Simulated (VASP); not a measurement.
# CuH3 (Pm-3m) in VASP: notebook

The runs below take CuH3 through single point, relaxation of cell and atoms, with PBE.

All numbers are computed with VASP 6.6.1; they aren't measurements. Logs are shortened: lines on timing, memory, paths and dates and some standing lists are left out, and cuts for length are marked.

### Step 1. The cell of the first run

The structure is cubic, space group Pm-3m (No. 221). The conventional cell has a = 2.772 Å, b = 2.772 Å, c = 2.772 Å, α = 90.00°, β = 90.00°, γ = 90.00°. Cu (site symmetry m-3m) has 12 H at 1.96 Å within 2.6 Å. H (site symmetry 4/mmm) has 4 Cu at 1.96 Å and 8 H at 1.96 Å within 2.6 Å.

The cell was generated, and may not be a known phase.

### Step 2. Single point, PBE

File INCAR:

```
ALGO = Normal ; EDIFF = 1E-6
ENCUT = 600 ; GGA = PE
GGA_COMPAT = F ; ISIF = 2
ISMEAR = 0 ; LASPH = T
LCHARG = F ; LREAL = F
LWAVE = F ; NBANDS = 15
NELM = 120 ; PREC = Accurate
SIGMA = 0.1
```

File KPOINTS:

```
k-points
0
Gamma
  6 6 6
```

File POSCAR:

```
CuH3
1.0
    2.7717619714      0.0000000000      0.0000000000
    0.0000000000      2.7717619714      0.0000000000
    0.0000000000      0.0000000000      2.7717619714
Cu H
1 3
Direct
    0.0000000000      0.0000000000      0.0000000000
    0.5000000000      0.5000000000      0.0000000000
    0.5000000000      0.0000000000      0.5000000000
    0.0000000000      0.5000000000      0.5000000000
```

Potentials or basis: VASP PAW PBE potentials, release 64 (Cu, H).

Command:

```console
> cat potpaw_PBE.64/Cu/POTCAR potpaw_PBE.64/H/POTCAR > POTCAR
> mpirun -np 1 vasp_std > vasp.out
```

OUTCAR:

```text
EDIFF = 1E-6
   ENCUT = 600
   GGA = PE
   ISIF = 2
   ISMEAR = 0
   LASPH = T
   LREAL = F
   NELM = 120
   PREC = Accurate

 ion  position               nearest neighbor table
   1  0.000  0.000  0.000-
   2  0.500  0.500  0.000-
   3  0.500  0.000  0.500-
   4  0.000  0.500  0.500-

  LATTYP: Found a simple cubic cell.
 ALAT       =     2.7717619714

  Lattice vectors:

 A1 = (   2.7717619714,   0.0000000000,   0.0000000000)
 A2 = (   0.0000000000,   2.7717619714,   0.0000000000)
 A3 = (   0.0000000000,   0.0000000000,   2.7717619714)

Analysis of symmetry for initial positions (statically):
=====================================================================
 Subroutine PRICEL returns:
 Original cell was already a primitive cell.

 Routine SETGRP: Setting up the symmetry group for a
 simple cubic supercell.

 Subroutine GETGRP returns: Found 48 space group operations
 (whereof 48 operations were pure point group operations)
 out of a pool of 48 trial point group operations.

The static configuration has the point symmetry O_h .

Analysis of symmetry for dynamics (positions and initial velocities):
=====================================================================
 Subroutine PRICEL returns:
 Original cell was already a primitive cell.

 Routine SETGRP: Setting up the symmetry group for a
 simple cubic supercell.

 Subroutine GETGRP returns: Found 48 space group operations
 (whereof 48 operations were pure point group operations)
 out of a pool of 48 trial point group operations.

The dynamic configuration has the point symmetry O_h .

 Subroutine INISYM returns: Found 48 space group operations
 (whereof 48 operations are pure point group operations),
 and found     1 'primitive' translations

----------------------------------------------------------------------------------------

                                     Primitive cell

  volume of cell :      21.2945

  direct lattice vectors                    reciprocal lattice vectors
     2.771761971  0.000000000  0.000000000     0.360781341  0.000000000  0.000000000
     0.000000000  2.771761971  0.000000000     0.000000000  0.360781341  0.000000000
     0.000000000  0.000000000  2.771761971     0.000000000  0.000000000  0.360781341

  length of vectors
     2.771761971  2.771761971  2.771761971     0.360781341  0.360781341  0.360781341

  position of ions in fractional coordinates (direct lattice)
     0.000000000  0.000000000  0.000000000
     0.500000000  0.500000000  0.000000000
     0.500000000  0.000000000  0.500000000
     0.000000000  0.500000000  0.500000000

  ion indices of the primitive-cell ions
   primitive index   ion index
                 1           1
                 2           2
                 3           3
                 4           4

----------------------------------------------------------------------------------------

 KPOINTS: k-points

Automatic generation of k-mesh.
 Grid dimensions read from file:
 generate k-points for:    6    6    6

 Generating k-lattice:

  Cartesian coordinates                     Fractional coordinates (reciprocal lattice)
     0.060130223  0.000000000  0.000000000     0.166666667  0.000000000  0.000000000
     0.000000000  0.060130223  0.000000000     0.000000000  0.166666667  0.000000000
     0.000000000  0.000000000  0.060130223     0.000000000  0.000000000  0.166666667

  Length of vectors
     0.060130223  0.060130223  0.060130223

  Shift w.r.t. Gamma in fractional coordinates (k-lattice)
     0.000000000  0.000000000  0.000000000

 Subroutine IBZKPT returns following result:
 ===========================================

 Found     20 irreducible k-points:

 Following reciprocal coordinates:
            Coordinates               Weight
  0.000000  0.000000  0.000000      1.000000
  0.166667  0.000000  0.000000      6.000000
  0.333333  0.000000  0.000000      6.000000
  0.500000  0.000000  0.000000      3.000000
  0.166667  0.166667  0.000000     12.000000
  0.333333  0.166667  0.000000     24.000000
[... 12 lines left out ...]
  0.500000  0.500000  0.333333      6.000000
  0.500000  0.500000  0.500000      1.000000
   k-points           NKPTS =     20   k-points in BZ     NKDIM =     20   number of bands    NBANDS=     15
   number of dos      NEDOS =    301   number of ions     NIONS =      4
   total plane-waves  NPLWV =  13824
   dimension x,y,z NGX =    24 NGY =   24 NGZ =   24
   dimension x,y,z NGXF=    48 NGYF=   48 NGZF=   48
   ions per type =               1   3
   NGX,Y,Z   is equivalent  to a cutoff of  14.39, 14.39, 14.39 a.u.
   NGXF,Y,Z  is equivalent  to a cutoff of  28.79, 28.79, 28.79 a.u.
 SYSTEM =  unknown system
   PREC   = accura    normal or accurate (medium, high low for compatibility)
   ISTART =      0    job   : 0-new  1-cont  2-samecut
   ICHARG =      2    charge: 1-file 2-atom 10-const
   ISPIN  =      1    spin polarized calculation?
   LNONCOLLINEAR =      F non collinear calculations
   LSORBIT =      F    spin-orbit coupling
   LASPH  =      T    aspherical Exc in radial PAW
   ENCUT  =  600.0 eV  44.10 Ry    6.64 a.u.   5.54  5.54  5.54*2*pi/ulx,y,z
   NELM   =    120;   NELMIN=  2; NELMDL= -5     # of ELM steps
   EDIFF  = 0.1E-05   stopping-criterion for ELM
   LREAL  =      F    real-space projection
[... 7 lines left out ...]
   TEBEG  =    0.0;   TEEND  =   0.0 temperature during run
   PSTRESS=    0.0 pullay stress
   NELECT =      14.0000    total number of electrons
   NUPDOWN=      -1.0000    fix difference up-down
   EMIN   =  10.00;   EMAX   =-10.00  energy-range for DOS
   EFERMI =   0.00;   METHOD = LEGACY
   ISMEAR =     0;   SIGMA  =   0.10  broadening in eV -4-tet -1-fermi 0-gaus
   EFERMI_NEDOS =   21; number of points for ismear=-14 and -15
   IALGO  =     38    algorithm
   IMIX   =      4    mixing-type and parameters
     AMIX     =   0.40;   BMIX     =  1.00
     AMIX_MAG =   1.60;   BMIX_MAG =  1.00
  volume/ion in A,a.u.               =       5.32        35.93
  Fermi-wavevector in a.u.,A,eV,Ry     =   1.423513  2.690050 27.570717  2.026391
  Thomas-Fermi vector in A             =   2.544103
   LORBIT       =      0    0 simple, 1 ext, 2 COOP (PROOUT), +10 PAW based schemes
   GGA     = PE    functional components
   LHFCALC =     F    Hartree Fock is set to
   AEXX    =    0.0000 exact exchange contribution
   IVDW    =     0    specifies the selected vdW correction
   LEPSILON=     F    determine dielectric tensor
   LRPA    =     F    only Hartree local field effects (RPA)
 non-spin polarized calculation
 Gauss-broadening in eV      SIGMA  =   0.10
  energy-cutoff  :      600.00
  volume of cell :       21.29
 maximum number of plane-waves:       739
 NGX is ok and might be reduce to    24
   NGX = 11   NGY = 11   NGZ = 11

 number of electron      14.0000017 magnetization

 Free energy of the ion-electron system (eV)
  ---------------------------------------------------
  ext. energy  EPLUGINS =         0.00000000
  ---------------------------------------------------
  free energy    TOTEN  =       -11.18797891 eV

  energy without entropy =      -11.17818226  energy(sigma->0) =      -11.18308059

 E-fermi :   6.4464     XC(G=0): -11.8250

 val. band max:        6.1069615251   @ k =   0.5000   0.5000   0.1667
 cond. band min:       6.4682417124   @ k =   0.1667   0.1667   0.0000
 fundamental gap:      0.3612801873
 Fermi energy:         6.4464147253

 k-point     1 :       0.0000    0.0000    0.0000
  band No.  band energies     occupation
      1      -7.4260      2.00000
      2       0.4491      2.00000
      3       0.4491      2.00000
      4       2.4066      2.00000
      5       2.4066      2.00000
      6       2.4066      2.00000
      7       9.3142      0.00000
      8       9.3142      0.00000
      9      14.2398      0.00000
     10      14.2398      0.00000
     11      14.2398      0.00000
     12      17.6715      0.00000
     13      29.5895      0.00000
     14      29.5895      0.00000
     15      31.1747      0.00000

 k-point     2 :       0.1667    0.0000    0.0000
  band No.  band energies     occupation
      1      -6.8966      2.00000
      2       0.3786      2.00000
      3       0.6196      2.00000
      4       2.2720      2.00000
      5       2.2720      2.00000
      6       2.4167      2.00000
      7       6.8236      0.00000
      8       9.1565      0.00000
      9      14.6107      0.00000
     10      14.9430      0.00000
     11      14.9430      0.00000
     12      20.9176      0.00000
     13      25.8157      0.00000
     14      27.6166      0.00000
     15      28.5566      0.00000

 k-point     3 :       0.3333    0.0000    0.0000
  band No.  band energies     occupation
      1      -5.3566      2.00000
      2      -0.5306      2.00000
      3       0.9922      2.00000
      4       2.0199      2.00000
      5       2.0199      2.00000
      6       2.4369      2.00000
      7       4.0028      2.00000
      8       8.7949      0.00000
      9      15.6473      0.00000
     10      16.8814      0.00000
     11      16.8814      0.00000
     12      22.4384      0.00000
     13      23.0664      0.00000
     14      24.1336      0.00000
     15      24.1336      0.00000
[... 271 lines left out ...]
 k-point    19 :       0.5000    0.5000    0.3333
  band No.  band energies     occupation
      1      -0.7536      2.00000
      2      -0.3230      2.00000
      3      -0.3230      2.00000
      4       2.3319      2.00000
      5       2.7781      2.00000
      6       5.0751      2.00000
      7       5.0751      2.00000
      8       6.5766      0.06557
      9       8.3719      0.00000
     10      11.7829      0.00000
     11      11.7829      0.00000
     12      13.1323      0.00000
     13      16.4940      0.00000
     14      35.8205      0.00000
     15      35.8214      0.00000

 k-point    20 :       0.5000    0.5000    0.5000
  band No.  band energies     occupation
      1      -0.5126      2.00000
      2      -0.5126      2.00000
      3      -0.5126      2.00000
      4       2.7853      2.00000
      5       2.7853      2.00000
      6       7.0091      0.00000
      7       7.0091      0.00000
      8       7.0091      0.00000
      9       9.1080      0.00000
     10       9.1080      0.00000
     11       9.1080      0.00000
     12      11.4677      0.00000
     13      14.2360      0.00000
     14      39.9059      0.00000
     15      39.9059      0.00000

------------------------ aborting loop because EDIFF is reached ----------------------------------------

  FORCE on cell =-STRESS in cart. coord.  units (eV):
  Direction    XX          YY          ZZ          XY          YZ          ZX
  --------------------------------------------------------------------------------------
  -------------------------------------------------------------------------------------
  Total        0.0569953      0.0569953      0.0569953     -0.0000000      0.0000000     -0.0000000
  in kB        4.2882657      4.2882657      4.2882657     -0.0000000      0.0000000     -0.0000000
  external PRESSURE =       4.2882657 kB  Pullay stress =       0.0000000 kB

 VOLUME and BASIS-vectors are now :
 -----------------------------------------------------------------------------
  energy-cutoff  :      600.00
  volume of cell :       21.29
      direct lattice vectors                 reciprocal lattice vectors
     2.771761971  0.000000000  0.000000000     0.360781341  0.000000000  0.000000000
     0.000000000  2.771761971  0.000000000     0.000000000  0.360781341  0.000000000
     0.000000000  0.000000000  2.771761971     0.000000000  0.000000000  0.360781341

 POSITION                                       TOTAL-FORCE (eV/Angst)
 -----------------------------------------------------------------------------------
      0.00000      0.00000      0.00000         0.000000      0.000000      0.000000
      1.38588      1.38588      0.00000         0.000000      0.000000      0.000000
      1.38588      0.00000      1.38588         0.000000      0.000000      0.000000
      0.00000      1.38588      1.38588         0.000000      0.000000      0.000000
 -----------------------------------------------------------------------------------
    total drift:                               -0.000000      0.000000      0.000000

  FREE ENERGIE OF THE ION-ELECTRON SYSTEM (eV)
  ---------------------------------------------------
  free  energy   TOTEN  =       -11.1879789136 eV

  energy  without entropy=      -11.1781822614  energy(sigma->0) =      -11.18308059
```

Wall time 8.8 s (1 thread of AMD EPYC 7R43 (Zen 3), shared host); peak memory 0.1 GiB.

Results:

```yaml
Free_energy: -11.1880 eV
Pressure: 0.4 GPa
Band_gap_on_the_k_mesh: zero (bands 7 and 8 overlap by 3.42 eV)
```

Caveat: the k points lie up to 0.38 Å⁻¹ apart, too coarse for converged energies and pressures of a metal.

### Step 3. Single point, PBE

This run uses another cell than the first one, of 9.10 Å³/atom.

File INCAR:

```
PREC = Accurate
ENCUT = 600
EDIFF = 1E-6
ISMEAR = 0
SIGMA = 0.1
LREAL = F
LASPH = T
NELM = 120
ALGO = Normal
ISIF = 2
LWAVE = F
LCHARG = F
GGA = PE
NBANDS = 15
GGA_COMPAT = F
```

File KPOINTS:

```
Automatic mesh
0
Gamma
  6 6 6
```

File POSCAR:

```
CuH3
1.0
    3.3140526600      0.0000000000      0.0000000000
    0.0000000000      3.3140526600      0.0000000000
    0.0000000000      0.0000000000      3.3140526600
Cu H
1 3
Direct
    0.0000000000      0.0000000000      0.0000000000
    0.5000000000      0.5000000000      0.0000000000
    0.5000000000      0.0000000000      0.5000000000
    0.0000000000      0.5000000000      0.5000000000
```

Potentials or basis: VASP PAW PBE potentials, release 64 (Cu, H).

Command:

```console
> cat potpaw_PBE.64/Cu/POTCAR potpaw_PBE.64/H/POTCAR > POTCAR
> mpirun -np 1 vasp_std > vasp.out
```

Wall time 15 s (1 thread of AMD EPYC 7R43 (Zen 3), shared host); peak memory 0.12 GiB.

It converged, with:

```
Free energy            : -9.4808 eV
Pressure               : -22.9 GPa
Band gap on the k mesh : zero (bands 7 and 8 overlap by 2.07 eV)
```

Levels at points of the mesh, in eV from the Fermi level:
```
           k point  band 4  band 5  band 6  band 7  band 8  band 9  band 10  band 11
(0.00, 0.00, 0.00)   -2.47   -2.47   -2.47    1.70    1.70    6.85     6.85     6.85
(0.50, 0.00, 0.00)   -2.66   -2.66   -2.45   -2.06    1.52    5.97     9.70     9.70
(0.50, 0.50, 0.00)   -2.98   -2.62   -2.62   -2.32   -0.37    0.63     9.09     9.09
(0.50, 0.50, 0.50)   -2.31   -2.31    0.17    0.17    0.17    3.22     3.22     3.22
```

Caveat: the cell stands under tension.

### Step 4. Relaxation of cell and atoms, PBE

This run uses another cell than the first one, of 9.10 Å³/atom.

File INCAR:

```
SYSTEM = CuH3
  ALGO = Normal
  EDIFF = 1E-7
  EDIFFG = -0.04
  ENCUT = 600
  GGA = PE
  GGA_COMPAT = .FALSE.
  IBRION = 2
  ISIF = 3
  ISMEAR = 0
  LASPH = .TRUE.
  LCHARG = .FALSE.
  LREAL = .FALSE.
  LWAVE = .FALSE.
  NELM = 120
  NELMIN = 4
  NSW = 90
  PREC = Accurate
  SIGMA = 0.1
```

File KPOINTS:

```
k-points
0
G
  6 6 6
  0 0 0
```

POSCAR is that of step 3.

Command:

```console
> cat potpaw_PBE.64/Cu/POTCAR potpaw_PBE.64/H/POTCAR > POTCAR
> mpirun -np 1 vasp_std > vasp.out
```

Wall time 64 s (1 thread of AMD EPYC 7R43 (Zen 3), shared host); peak memory 0.14 GiB.

It converged, with:

```
Free energy                           : -11.1912 eV
Relaxed volume                        : 5.38 Å³/atom
Relaxed cell                          : a = 2.781 Å, b = 2.781 Å, c = 2.781 Å, α = 90.00°, β = 90.00°, γ = 90.00°
Space group after relaxing (to 0.1 Å) : Pm-3m (No. 221)
Energy gained by relaxing             : 427.6 meV/atom
Ionic steps                           : 6
Pressure after relaxing               : -0.9 GPa
Band gap on the k mesh                : zero (bands 7 and 8 overlap by 3.39 eV)
```

The path:
```
step  energy change (eV)  largest force (eV/Å)  pressure (GPa)  volume (Å³)
   1              0.0000                0.0000          -22.98        36.40
   2             -0.9219                0.0000          -21.86        29.95
   3             -0.4311                0.0000           89.88        15.24
   4             -1.5640                0.0000          -13.47        24.46
   5             -1.6964                0.0000            5.72        20.52
   6             -1.7105                0.0000           -0.92        21.51
```

Final structure:
```
Cu H
1.0
     2.78100    0.00000    0.00000
     0.00000    2.78100    0.00000
     0.00000    0.00000    2.78100
Cu H
1 3
Direct
  0.00000 0.00000 0.00000
  0.50000 0.50000 0.00000
  0.50000 0.00000 0.50000
  0.00000 0.50000 0.50000
```

Levels at points of the mesh, in eV from the Fermi level:
| k point | band 5 | band 6 | band 7 | band 8 | band 9 | band 10 |
| --- | --- | --- | --- | --- | --- | --- |
| (0.00, 0.00, 0.00) | -4.00 | -4.00 | 2.84 | 2.84 | 7.77 | 7.77 |
| (0.50, 0.00, 0.00) | -4.50 | -3.96 | -3.11 | 2.13 | 10.03 | 12.54 |
| (0.50, 0.50, 0.00) | -4.39 | -4.39 | -3.66 | -0.49 | 1.02 | 12.29 |
| (0.50, 0.50, 0.50) | -3.63 | 0.55 | 0.55 | 0.55 | 2.67 | 2.67 |

Caveat: the volume moved by over 15 % at a fixed basis, so the end points are rough.

### Step 5. Summary

| task | cell | gap on the mesh (eV) | pressure (GPa) |
| --- | --- | --- | --- |
| single point | a = 2.772 Å, 4 atoms | none | 0.4 |
| single point | a = 3.314 Å, 4 atoms | none | -22.9 |
| relaxation of cell and atoms | relaxed from a = 3.314 Å, 4 atoms | none | -0.9 |

Alike in all rows: level PBE; potentials or basis VASP PAW PBE potentials, release 64 (Cu, H); no spin polarisation; k mesh 6 × 6 × 6; cutoff (eV) 600; smearing gaussian 0.1 eV.

Caveats: some runs use coarse meshes; the cell stands under tension (at least some runs); the volume moved by over 15 % at a fixed basis, so the end points are rough (at least some runs).

Total energies depend on the potentials used, so only differences within one code and one set of settings carry meaning.

The gap in the log of VASP goes by the Fermi energy; the results here count the filled bands.